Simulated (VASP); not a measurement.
A run of VASP 6.6.1 is set up as follows.

Contents of INCAR:

```
SYSTEM = HC12
PREC     = Accurate       ! precision mode
ENCUT    = 520            ! plane-wave cutoff, eV
EDIFF    = 1E-7           ! SCF threshold, eV
ISMEAR   = 0              ! smearing method
SIGMA    = 0.05           ! smearing width, eV
LREAL    = .FALSE.        ! projectors in reciprocal space
LASPH    = .TRUE.         ! aspherical terms in the spheres
NELM     = 80             ! most SCF steps
ALGO     = Normal         ! electronic algorithm
ISIF     = 2              ! what is computed and relaxed
LWAVE    = .FALSE.        ! write WAVECAR
LCHARG   = .TRUE.         ! write CHGCAR
LELF     = .TRUE.         ! ELF
LVHAR    = .TRUE.       
NBANDS   = 36             ! bands
NELECT   = 48.0
```

File KPOINTS:

```
Automatic mesh
0
G
  6 6 6
  0 0 0
```

The input POSCAR:

```
HC12
1.0
    1.7657489870     -3.5314979740     -1.7657489870
    3.5314979740     -1.7657489870      1.7657489870
   -1.7657489870     -3.5314979740      1.7657489870
C H
12 1
Direct
    0.2500000000      1.0000000000      0.2500000000
    0.0833333333      0.3333333333      0.7500000000
    0.9166666667      0.6666666667      0.2500000000
    0.7500000000      1.0000000000      0.7500000000
    0.5833333333      0.3333333333      0.2500000000
    0.4166666667      0.6666666667      0.7500000000
    0.9583333333      0.3333333333      0.1250000000
    0.7916666667      0.6666666667      0.6250000000
    0.6250000000      1.0000000000      0.1250000000
    0.4583333333      0.3333333333      0.6250000000
    0.2916666667      0.6666666667      0.1250000000
    0.1250000000      1.0000000000      0.6250000000
    1.3055555556      0.3055555556      0.5000000000
```

Potentials or basis: VASP PAW LDA potentials, release 64 (C, H).

Command:

```bash
$ cat potpaw_LDA.64/C/POTCAR potpaw_LDA.64/H/POTCAR > POTCAR
$ mpirun -np 1 vasp_std > vasp.out
```

Question: Predict the largest force.

Answer: 7.805 eV/Å.

Forces in eV/Å, atoms in the order of the input:
```
C   -0.027  0.382 -0.283
C   -3.425  1.130  4.046
C    0.238  0.258  0.002
C   -0.339 -0.029  0.050
C    2.397  1.012 -2.150
C    0.052  0.028  0.449
C   -0.130 -1.021  0.002
C    0.154  0.435  0.228
C   -0.114  0.269 -0.358
C    1.304 -7.665 -0.679
C    0.120  0.174  0.143
C   -0.613  0.651 -0.171
H    0.384  4.376 -1.279
```

Caveat: the cell carries a net charge on a neutralising background, which shifts energy and pressure.
